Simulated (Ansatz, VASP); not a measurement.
## SnGe5Te6 in VASP and in Ansatz

File INCAR:

```
SYSTEM = SnGe5Te6
PREC = Accurate
ENCUT = 520
EDIFF = 1E-6
ISMEAR = 0
SIGMA = 0.2
LREAL = .False.
LASPH = .True.
NELM = 60
ALGO = Normal
ISIF = 2
LWAVE = .False.
LCHARG = .False.
GGA = PE
NBANDS = 72
```

KPOINTS

```
regular mesh
0
Gamma
  6 6 1
  0 0 0
```

Contents of POSCAR:

```
SnGe5Te6
1.0
    4.2925411850      0.0000000000      0.0000000000
   -2.1462705925      3.7174497130      0.0000000000
    0.0000000000      0.0000000000     21.1020434000
Sn Ge Te
1 5 6
Direct
    0.0000000000      0.0000000000      0.5000000000
    0.3333333333      0.6666666667      0.8370860000
    0.6666666667      0.3333333333      0.6743670000
    0.3333333333      0.6666666667      0.3256330000
    0.6666666667      0.3333333333      0.1629140000
    0.0000000000      0.0000000000      0.0000000000
    0.0000000000      0.0000000000      0.7556340000
    0.3333333333      0.6666666667      0.5935230000
    0.6666666667      0.3333333333      0.4064770000
    0.0000000000      0.0000000000      0.2443660000
    0.3333333333      0.6666666667      0.0815060000
    0.6666666667      0.3333333333      0.9184940000
```

Input for Ansatz:

```yaml
crystal:
  lattice:
    - [4.292541185, 0.0, 0.0]
    - [-2.1462705925, 3.717449713, 0.0]
    - [0.0, 0.0, 21.1020434]
  atoms:
    - { symbol: Sn, position: [0.0, 0.0, 0.5] }
    - { symbol: Ge, position: [0.3333333333, 0.6666666667, 0.837086] }
    - { symbol: Ge, position: [0.6666666667, 0.3333333333, 0.674367] }
    - { symbol: Ge, position: [0.3333333333, 0.6666666667, 0.325633] }
    - { symbol: Ge, position: [0.6666666667, 0.3333333333, 0.162914] }
    - { symbol: Ge, position: [0.0, 0.0, 0.0] }
    - { symbol: Te, position: [0.0, 0.0, 0.755634] }
    - { symbol: Te, position: [0.3333333333, 0.6666666667, 0.593523] }
    - { symbol: Te, position: [0.6666666667, 0.3333333333, 0.406477] }
    - { symbol: Te, position: [0.0, 0.0, 0.244366] }
    - { symbol: Te, position: [0.3333333333, 0.6666666667, 0.081506] }
    - { symbol: Te, position: [0.6666666667, 0.3333333333, 0.918494] }
basis:
  ecutwfc: 420
kpoints:
  mp_grid: { grid: [6, 6, 1] }
hamiltonian:
  xc: pbe
scf:
  occupations: { method: gaussian, width: 0.2 }
  lower_state_search: "off"
output:
  forces: true
  stress: true
  eigenvalues: true
```

Alike in both runs: task single point; functional PBE; k mesh 6 × 6 × 1; occupations gaussian, width 0.2 eV; no spin polarisation.

```csv
,VASP,Ansatz
version,VASP 6.6.1,Ansatz 0.2.0
potentials or method,"VASP PAW PBE potentials, release 64 (Sn_d, Ge_d, Te), cutoff 520 eV","scalar-relativistic, plane waves, PAW"
valence electrons in the cell,120,180
```

```csv
,VASP,Ansatz,Ansatz less VASP
gap on the k mesh at the Fermi level (eV),0.24,0.24,+0.002
least direct gap on the mesh (eV),0.25,0.25,+0.002
pressure (GPa),0.2,0.2,0.00
"traceless stress, the component that is largest in VASP (GPa)",0.16,0.16,0.000
rms of the force components (eV/Å),0.005,0.005,+0.0002
```

Atom by atom the forces differ by 0.000 eV/Å (rms over components). With one functional, cell and mesh, what is left measures potentials, basis and numerics. VASP's potentials hold 120 valence electrons a cell and Ansatz's 180, so a difference there can come from the potentials and not from the codes.

Neither program's run includes spin-orbit coupling.
